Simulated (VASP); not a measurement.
# MgO (Fm-3m) in VASP: a series of runs, part 2 of 2

VASP 6.6.1. Earlier steps stand in the parts before.

### Step 3. Single point, PBE+D3(BJ)

This run uses another cell than the first one, of 9.31 Å³/atom, 1.010 times its volume.

Contents of INCAR:

```
ALGO = Normal ; EDIFF = 1E-6
ENCUT = 600 ; GGA = PE
GGA_COMPAT = F ; ISIF = 2
ISMEAR = 0 ; IVDW = 12
LASPH = T ; LCHARG = T
LELF = T ; LREAL = F
LVHAR = T ; LWAVE = F
NBANDS = 11 ; NELM = 120
PREC = Accurate ; SIGMA = 0.02
```

Contents of KPOINTS:

```
k-points
0
Gamma
  10 10 10
```

Contents of POSCAR:

```
MgO
1.0
    0.0000000000      2.1038061460      2.1038061460
    2.1038061460      0.0000000000      2.1038061460
    2.1038061460      2.1038061460      0.0000000000
Mg O
1 1
Direct
    0.0000000000      0.0000000000      0.0000000000
    0.5000000000      0.5000000000      0.5000000000
```

Potentials or basis: VASP PAW PBE potentials, release 64 (Mg, O).

Command:

```console
cat potpaw_PBE.64/Mg/POTCAR potpaw_PBE.64/O/POTCAR > POTCAR
mpirun -np 1 vasp_std > vasp.out
```

OUTCAR:

```text
EDIFF = 1E-6
   ENCUT = 600
   GGA = PE
   ISIF = 2
   ISMEAR = 0
   IVDW = 12
   LASPH = T
   LREAL = F
   NELM = 120
   PREC = Accurate
 IVDW          = 12

 ion  position               nearest neighbor table
   1  0.000  0.000  0.000-   2 2.10   2 2.10   2 2.10   2 2.10   2 2.10   2 2.10
   2  0.500  0.500  0.500-   1 2.10   1 2.10   1 2.10   1 2.10   1 2.10   1 2.10

  LATTYP: Found a face centered cubic cell.
 ALAT       =     4.2076122920

  Lattice vectors:

 A1 = (   0.0000000000,   2.1038061460,   2.1038061460)
 A2 = (   2.1038061460,   0.0000000000,   2.1038061460)
 A3 = (   2.1038061460,   2.1038061460,   0.0000000000)

Analysis of symmetry for initial positions (statically):
=====================================================================
 Subroutine PRICEL returns:
 Original cell was already a primitive cell.

 Routine SETGRP: Setting up the symmetry group for a
 face centered cubic supercell.

 Subroutine GETGRP returns: Found 48 space group operations
 (whereof 48 operations were pure point group operations)
 out of a pool of 48 trial point group operations.

The static configuration has the point symmetry O_h .

Analysis of symmetry for dynamics (positions and initial velocities):
=====================================================================
 Subroutine PRICEL returns:
 Original cell was already a primitive cell.

 Routine SETGRP: Setting up the symmetry group for a
 face centered cubic supercell.

 Subroutine GETGRP returns: Found 48 space group operations
 (whereof 48 operations were pure point group operations)
 out of a pool of 48 trial point group operations.

The dynamic configuration has the point symmetry O_h .

 Subroutine INISYM returns: Found 48 space group operations
 (whereof 48 operations are pure point group operations),
 and found     1 'primitive' translations

----------------------------------------------------------------------------------------

                                     Primitive cell

  volume of cell :      18.6229

  direct lattice vectors                    reciprocal lattice vectors
     0.000000000  2.103806146  2.103806146    -0.237664483  0.237664483  0.237664483
     2.103806146  0.000000000  2.103806146     0.237664483 -0.237664483  0.237664483
     2.103806146  2.103806146  0.000000000     0.237664483  0.237664483 -0.237664483

  length of vectors
     2.975231184  2.975231184  2.975231184     0.411646960  0.411646960  0.411646960

  position of ions in fractional coordinates (direct lattice)
     0.000000000  0.000000000  0.000000000
     0.500000000  0.500000000  0.500000000

  ion indices of the primitive-cell ions
   primitive index   ion index
                 1           1
                 2           2

----------------------------------------------------------------------------------------

 KPOINTS: k-points

Automatic generation of k-mesh.
 Grid dimensions read from file:
 generate k-points for:   10   10   10

 Generating k-lattice:

  Cartesian coordinates                     Fractional coordinates (reciprocal lattice)
    -0.023766448  0.023766448  0.023766448     0.100000000  0.000000000  0.000000000
     0.023766448 -0.023766448  0.023766448     0.000000000  0.100000000  0.000000000
     0.023766448  0.023766448 -0.023766448     0.000000000  0.000000000  0.100000000

[... 38 lines left out ...]
   k-points           NKPTS =     47   k-points in BZ     NKDIM =     47   number of bands    NBANDS=     11
   number of dos      NEDOS =    301   number of ions     NIONS =      2
   total plane-waves  NPLWV =  13824
   dimension x,y,z NGX =    24 NGY =   24 NGZ =   24
   dimension x,y,z NGXF=    48 NGYF=   48 NGZF=   48
   ions per type =               1   1
   NGX,Y,Z   is equivalent  to a cutoff of  13.41, 13.41, 13.41 a.u.
   NGXF,Y,Z  is equivalent  to a cutoff of  26.82, 26.82, 26.82 a.u.
 SYSTEM =  unknown system
   PREC   = accura    normal or accurate (medium, high low for compatibility)
   ISTART =      0    job   : 0-new  1-cont  2-samecut
   ICHARG =      2    charge: 1-file 2-atom 10-const
   ISPIN  =      1    spin polarized calculation?
   LNONCOLLINEAR =      F non collinear calculations
   LSORBIT =      F    spin-orbit coupling
   LASPH  =      T    aspherical Exc in radial PAW
   ENCUT  =  600.0 eV  44.10 Ry    6.64 a.u.   5.94  5.94  5.94*2*pi/ulx,y,z
   NELM   =    120;   NELMIN=  2; NELMDL= -5     # of ELM steps
   EDIFF  = 0.1E-05   stopping-criterion for ELM
   LREAL  =      F    real-space projection
   EDIFFG = 0.1E-04   stopping-criterion for IOM
   NSW    =      0    number of steps for IOM
   IBRION =     -1    ionic relax: 0-MD 1-quasi-New 2-CG
   NFREE  =      0    steps in history (QN), initial steepest desc. (CG)
   ISIF   =      2    stress and relaxation
   ISYM   =      2    0-nonsym 1-usesym 2-fastsym
   POTIM  = 0.5000    time-step for ionic-motion
   TEBEG  =    0.0;   TEEND  =   0.0 temperature during run
   PSTRESS=    0.0 pullay stress
   NELECT =       8.0000    total number of electrons
   NUPDOWN=      -1.0000    fix difference up-down
   EMIN   =  10.00;   EMAX   =-10.00  energy-range for DOS
   EFERMI =   0.00;   METHOD = LEGACY
   ISMEAR =     0;   SIGMA  =   0.02  broadening in eV -4-tet -1-fermi 0-gaus
   EFERMI_NEDOS =   21; number of points for ismear=-14 and -15
   IALGO  =     38    algorithm
   IMIX   =      4    mixing-type and parameters
     AMIX     =   0.40;   BMIX     =  1.00
     AMIX_MAG =   1.60;   BMIX_MAG =  1.00
  volume/ion in A,a.u.               =       9.31        62.84
  Fermi-wavevector in a.u.,A,eV,Ry     =   1.235253  2.334289 20.760436  1.525849
  Thomas-Fermi vector in A             =   2.369910
   LORBIT       =      0    0 simple, 1 ext, 2 COOP (PROOUT), +10 PAW based schemes
   GGA     = PE    functional components
   LHFCALC =     F    Hartree Fock is set to
   AEXX    =    0.0000 exact exchange contribution
   IVDW    =    12    specifies the selected vdW correction
   LEPSILON=     F    determine dielectric tensor
   LRPA    =     F    only Hartree local field effects (RPA)
 non-spin polarized calculation
 Gauss-broadening in eV      SIGMA  =   0.02
  energy-cutoff  :      600.00
  volume of cell :       18.62
 maximum number of plane-waves:       636
   NGX = 11   NGY = 11   NGZ = 11

 number of electron       8.0000005 magnetization

 Free energy of the ion-electron system (eV)
  ---------------------------------------------------
  ext. energy  EPLUGINS =         0.00000000
  ---------------------------------------------------
  free energy    TOTEN  =       -11.90731191 eV

  energy without entropy =      -11.90731191  energy(sigma->0) =      -11.90731191

 E-fermi :   3.3515     XC(G=0): -11.0933

 val. band max:        3.2088083171   @ k =   0.0000   0.0000   0.0000
 cond. band min:       7.9674868170   @ k =   0.0000   0.0000   0.0000
 fundamental gap:      4.7586785000
 Fermi energy:         3.3515490681

 k-point     1 :       0.0000    0.0000    0.0000
  band No.  band energies     occupation
      1     -14.0699      2.00000
      2       3.2088      2.00000
      3       3.2088      2.00000
      4       3.2088      2.00000
      5       7.9675      0.00000
      6      19.0291      0.00000
      7      19.0291      0.00000
      8      19.0291      0.00000
      9      22.9529      0.00000
     10      24.7321      0.00000
     11      24.7321      0.00000
[... 309 lines left out ...]
 k-point    24 :       0.4000    0.3000    0.0000
  band No.  band energies     occupation
      1     -12.8255      2.00000
      2      -0.3763      2.00000
      3       1.9016      2.00000
      4       2.1210      2.00000
      5      12.8129      0.00000
      6      13.4018      0.00000
      7      16.8462      0.00000
      8      21.4301      0.00000
      9      21.6369      0.00000
     10      28.1370      0.00000
     11      30.2508      0.00000

 [... further k-points ...]

------------------------ aborting loop because EDIFF is reached ----------------------------------------

 Edisp (eV)   -0.58813

 E8    (eV) :    -0.2303

  FORCE on cell =-STRESS in cart. coord.  units (eV):
  Direction    XX          YY          ZZ          XY          YZ          ZX
  --------------------------------------------------------------------------------------
  -------------------------------------------------------------------------------------
  Total      -0.11381    -0.11381    -0.11381    -0.00000    -0.00000    -0.00000
  in kB      -9.79113    -9.79113    -9.79113    -0.00000    -0.00000    -0.00000
  external pressure =       -9.79 kB  Pullay stress =        0.00 kB

 VOLUME and BASIS-vectors are now :
 -----------------------------------------------------------------------------
  energy-cutoff  :      600.00
  volume of cell :       18.62
      direct lattice vectors                 reciprocal lattice vectors
     0.000000000  2.103806146  2.103806146    -0.237664483  0.237664483  0.237664483
     2.103806146  0.000000000  2.103806146     0.237664483 -0.237664483  0.237664483
     2.103806146  2.103806146  0.000000000     0.237664483  0.237664483 -0.237664483

 POSITION                                       TOTAL-FORCE (eV/Angst)
 -----------------------------------------------------------------------------------
      0.00000      0.00000      0.00000        -0.000000     -0.000000     -0.000000
      2.10381      2.10381      2.10381         0.000000      0.000000      0.000000
 -----------------------------------------------------------------------------------
    total drift:                               -0.000000     -0.000000      0.000000

  FREE ENERGIE OF THE ION-ELECTRON SYSTEM (eV)
  ---------------------------------------------------
  free  energy   TOTEN  =       -12.4954444967 eV

  energy  without entropy=      -12.4954444967  energy(sigma->0) =      -12.49544450
```

Wall time 7.7 s (1 thread of Intel Xeon Platinum 8259CL at 2.50GHz (Skylake/Cascade Lake), shared host); peak memory 0.15 GiB.

Results:

```yaml
Free_energy: -12.4954 eV
Pressure: -1.0 GPa
Band_gap_on_the_k_mesh: 4.76 eV, direct
Dispersion_energy_per_atom: -0.294 eV
```

### Step 4. Relaxation of cell and atoms, PBE+D3(BJ)

Contents of INCAR:

```
PREC = Accurate ; ENCUT = 600
EDIFF = 1E-7 ; ISMEAR = 0
SIGMA = 0.02 ; LREAL = F
LASPH = T ; NELM = 120
ALGO = Normal ; ISIF = 3
LWAVE = F ; LCHARG = F
GGA = PE ; IVDW = 12
IBRION = 2 ; NSW = 100
EDIFFG = -0.01 ; GGA_COMPAT = F
NELMIN = 4
```

Contents of KPOINTS:

```
Automatic mesh
0
Gamma
  10 10 10
```

Contents of POSCAR:

```
MgO
1.0
    0.0000000000      2.0970013100      2.0970013100
    2.0970013100      0.0000000000      2.0970013100
    2.0970013100      2.0970013100      0.0000000000
Mg O
1 1
Direct
    0.0000000000      0.0000000000      0.0000000000
    0.5000000000      0.5000000000      0.5000000000
```

Potentials or basis: VASP PAW PBE potentials, release 64 (Mg, O).

Command:

```console
cat potpaw_PBE.64/Mg/POTCAR potpaw_PBE.64/O/POTCAR > POTCAR
mpirun -np 1 vasp_std > vasp.out
```

OUTCAR:

```text
PREC = Accurate
   ENCUT = 600
   EDIFF = 1E-7
   ISMEAR = 0
   LREAL = F
   LASPH = T
   NELM = 120
   ISIF = 3
   GGA = PE
   IVDW = 12
   IBRION = 2
   NSW = 100
   EDIFFG = -0.01
   NELMIN = 4
 IVDW          = 12

 ion  position               nearest neighbor table
   1  0.000  0.000  0.000-   2 2.10   2 2.10   2 2.10   2 2.10   2 2.10   2 2.10
   2  0.500  0.500  0.500-   1 2.10   1 2.10   1 2.10   1 2.10   1 2.10   1 2.10

  LATTYP: Found a face centered cubic cell.
 ALAT       =     4.1940026200

  Lattice vectors:

 A1 = (   0.0000000000,   2.0970013100,   2.0970013100)
 A2 = (   2.0970013100,   0.0000000000,   2.0970013100)
 A3 = (   2.0970013100,   2.0970013100,   0.0000000000)

Analysis of symmetry for initial positions (statically):
=====================================================================
 Subroutine PRICEL returns:
 Original cell was already a primitive cell.

 Routine SETGRP: Setting up the symmetry group for a
 face centered cubic supercell.

 Subroutine GETGRP returns: Found 48 space group operations
 (whereof 48 operations were pure point group operations)
 out of a pool of 48 trial point group operations.

The static configuration has the point symmetry O_h .

Analysis of symmetry for dynamics (positions and initial velocities):
[... 149 lines left out ...]

--------------------------------------- Ionic step        1  -------------------------------------------

 number of electron       8.0000004 magnetization

 Free energy of the ion-electron system (eV)
  ---------------------------------------------------
  ext. energy  EPLUGINS =         0.00000000
  ---------------------------------------------------
  free energy    TOTEN  =       -11.90116215 eV

  energy without entropy =      -11.90116215  energy(sigma->0) =      -11.90116215

------------------------ aborting loop because EDIFF is reached ----------------------------------------

 Edisp (eV)   -0.59405

 E8    (eV) :    -0.2327
[... 71 lines left out ...]
--------------------------------------- Ionic step        3  -------------------------------------------

 number of electron       8.0000004 magnetization

 Free energy of the ion-electron system (eV)
  ---------------------------------------------------
  ext. energy  EPLUGINS =         0.00000000
  ---------------------------------------------------
  free energy    TOTEN  =       -11.90357059 eV

  energy without entropy =      -11.90357059  energy(sigma->0) =      -11.90357059

 E-fermi :   3.3711     XC(G=0): -11.1218

 val. band max:        3.2538775162   @ k =   0.0000   0.0000   0.0000
 cond. band min:       8.0714999349   @ k =   0.0000   0.0000   0.0000
 fundamental gap:      4.8176224187
 Fermi energy:         3.3710809954

 k-point     1 :       0.0000    0.0000    0.0000
  band No.  band energies     occupation
      1     -14.0558      2.00000
      2       3.2539      2.00000
      3       3.2539      2.00000
      4       3.2539      2.00000
      5       8.0715      0.00000
      6      19.1083      0.00000
      7      19.1083      0.00000
      8      19.1083      0.00000
[... 243 lines left out ...]
 k-point    24 :       0.4000    0.3000    0.0000
  band No.  band energies     occupation
      1     -12.7975      2.00000
      2      -0.3508      2.00000
      3       1.9380      2.00000
      4       2.1589      2.00000
      5      12.9145      0.00000
      6      13.4696      0.00000
      7      16.9558      0.00000
      8      21.5546      0.00000

 [... further k-points ...]

------------------------ aborting loop because EDIFF is reached ----------------------------------------

 Edisp (eV)   -0.59177

 E8    (eV) :    -0.2318
[... 25 lines left out ...]
  FREE ENERGIE OF THE ION-ELECTRON SYSTEM (eV)
  ---------------------------------------------------
  free  energy   TOTEN  =       -12.4953453121 eV

  energy  without entropy=      -12.4953453121  energy(sigma->0) =      -12.49534531

 reached required accuracy - stopping structural energy minimisation
```

OSZICAR:

```text
N       E                     dE             d eps       ncg     rms          rms(c)
DAV:   1     0.181879713156E+02    0.18188E+02   -0.52536E+03   840   0.100E+03
DAV:   2    -0.130164341318E+02   -0.31204E+02   -0.30413E+02   904   0.157E+02
DAV:   3    -0.134612949611E+02   -0.44486E+00   -0.44486E+00   960   0.217E+01
[... 19 lines left out ...]
DAV:   1    -0.119036684021E+02    0.70992E-03   -0.21463E-03   752   0.477E-01    0.748E-02
DAV:   2    -0.119035720742E+02    0.96328E-04   -0.68574E-04   784   0.195E-01    0.732E-03
DAV:   3    -0.119035707878E+02    0.12864E-05   -0.50930E-06   816   0.289E-02    0.453E-03
DAV:   4    -0.119035705149E+02    0.27295E-06   -0.51974E-07   808   0.803E-03    0.961E-04
DAV:   5    -0.119035705855E+02   -0.70622E-07   -0.54726E-08   408   0.185E-03
   3 F= -.12495345E+02 E0= -.12495345E+02  d E =-.130296E-03
```

CONTCAR:

```text
MgO
   1.00000000000000
     0.0000000000000000    2.0996088281958691    2.0996088281958691
     2.0996088281958691   -0.0000000000000000    2.0996088281958691
     2.0996088281958691    2.0996088281958691    0.0000000000000000
  Mg              O
     1     1
Direct
     0.0000000000000000    0.0000000000000000    0.0000000000000000
     0.5000000000000000    0.5000000000000000    0.5000000000000000

  0.00000000E+00  0.00000000E+00  0.00000000E+00
  0.00000000E+00  0.00000000E+00  0.00000000E+00
```

It took 17 s on 1 thread of Intel Xeon Platinum 8259CL at 2.50GHz (Skylake/Cascade Lake), shared host; peak memory 0.16 GiB.

Results:

- Free energy: -12.4953 eV
- Relaxed volume: 9.26 Å³/atom
- Relaxed cell: a = 2.969 Å, b = 2.969 Å, c = 2.969 Å, α = 60.00°, β = 60.00°, γ = 60.00°
- Space group after relaxing (to 0.05 Å): Fm-3m (No. 225)
- Energy gained by relaxing: 0.1 meV/atom
- Ionic steps: 3
- Pressure after relaxing: 0.0 GPa
- Band gap on the k mesh: 4.82 eV, direct
- Dispersion energy per atom: -0.296 eV

Step by step:
| step | energy change (eV) | largest force (eV/Å) | pressure (GPa) | volume (Å³) |
| --- | --- | --- | --- | --- |
| 1 | 0.0000 | 0.0000 | 0.61 | 18.44 |
| 2 | -0.0001 | 0.0000 | -0.21 | 18.54 |
| 3 | -0.0001 | 0.0000 | 0.00 | 18.51 |

Final structure:
```
CELL_PARAMETERS angstrom
0.00000 2.09961 2.09961
2.09961 0.00000 2.09961
2.09961 2.09961 0.00000
ATOMIC_POSITIONS crystal
Mg 0.00000 0.00000 0.00000
O 0.50000 0.50000 0.50000
```

### Step 5. Overview

| task | cell | k mesh | smearing | gap on the mesh (eV) | pressure (GPa) |
| --- | --- | --- | --- | --- | --- |
| single point | a = 2.966 Å, angles 60.0°, 2 atoms | 8 × 8 × 8 | gaussian 0.1 eV | 4.85 | 0.6 |
| single point | a = 2.975 Å, angles 60.0°, 2 atoms | 10 × 10 × 10 | gaussian 0.02 eV | 4.76 | -1.0 |
| relaxation of cell and atoms | relaxed from a = 2.966 Å, angles 60.0°, 2 atoms | 10 × 10 × 10 | gaussian 0.02 eV | 4.82 | 0.0 |

Alike in all rows: level PBE+D3(BJ); potentials or basis VASP PAW PBE potentials, release 64 (Mg, O); no spin polarisation; cutoff (eV) 600.

Absolute energies hang on the potentials; compare differences alone.
